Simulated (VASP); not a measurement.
SnO2:

```
Sn O
1.0
     0.00000    2.53347    2.53347
     2.53347    0.00000    2.53347
     2.53347    2.53347    0.00000
Sn O
1 2
Direct
  0.00000 0.00000 0.00000
  0.25000 0.25000 0.25000
  0.75000 0.75000 0.75000
```

Base run:

* Program: VASP 6.6.1
* Functional: PBE
* Potentials or basis: VASP PAW PBE potentials, release 64 (Sn_d, O)
* Cutoff: 520 eV
* k mesh: 6 × 6 × 6
* Occupations: gaussian, width 0.01 eV
* Spin: no spin polarisation

Its results: band gap on the k mesh 0.30 eV, indirect (least direct gap 1.68 eV); pressure 10.0 GPa.

Task: The run is repeated on the same cell with these changes: functional from PBE to r2SCAN. What comes out?

Result: Band gap on the k mesh 0.88 eV, indirect (least direct gap 2.29 eV); pressure 1.4 GPa.

r2SCAN gives the wider gap, since meta-GGAs in the generalised Kohn-Sham scheme recover part of the derivative discontinuity.

Caveats: spin-orbit coupling is left out, which moves the levels of the heavy elements; the PAW data sets were made with another functional, which shifts forces and pressure a little (some runs).

A k mesh can miss the band edges.
